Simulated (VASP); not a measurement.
Here is a VASP 6.6.1 calculation.

The input INCAR:

```
PREC = Accurate
ENCUT = 600
EDIFF = 1E-6
ISMEAR = 0
SIGMA = 0.01
LREAL = F
LASPH = T
NELM = 60
ALGO = Normal
ISIF = 3
LWAVE = F
LCHARG = F
GGA = PE
IBRION = 2
NSW = 80
EDIFFG = -0.002
```

The input KPOINTS:

```
Automatic mesh
0
Gamma
  8 8 5
```

The input POSCAR:

```
GaN
1.0
    3.1900000000      0.0000000000      0.0000000000
   -1.5950000000      2.7626210380      0.0000000000
    0.0000000000      0.0000000000      5.1900000000
Ga N
2 2
Direct
    0.3333333330      0.6666666670      0.0000000000
    0.6666666670      0.3333333330      0.5000000000
    0.3333333330      0.6666666670      0.3770000000
    0.6666666670      0.3333333330      0.8770000000
```

Potentials or basis: VASP PAW PBE potentials, release 64 (Ga_d, N).

Command:

```console
$ cat potpaw_PBE.64/Ga_d/POTCAR potpaw_PBE.64/N/POTCAR > POTCAR
$ mpirun -np 1 vasp_std > vasp.out
```

Question: Predict the relaxed volume.

Answer: 11.75 Å³/atom.

Question: What does it give for the relaxed cell?

Answer: a = 3.218 Å, b = 3.218 Å, c = 5.243 Å, α = 90.00°, β = 90.00°, γ = 120.00°.

Final structure:
```
Ga N
1.0
     3.21809    0.00000    0.00000
    -1.60905    2.78695    0.00000
     0.00000    0.00000    5.24255
Ga N
2 2
Direct
  0.33333 0.66667 0.00011
  0.66667 0.33333 0.50011
  0.33333 0.66667 0.37689
  0.66667 0.33333 0.87689
```
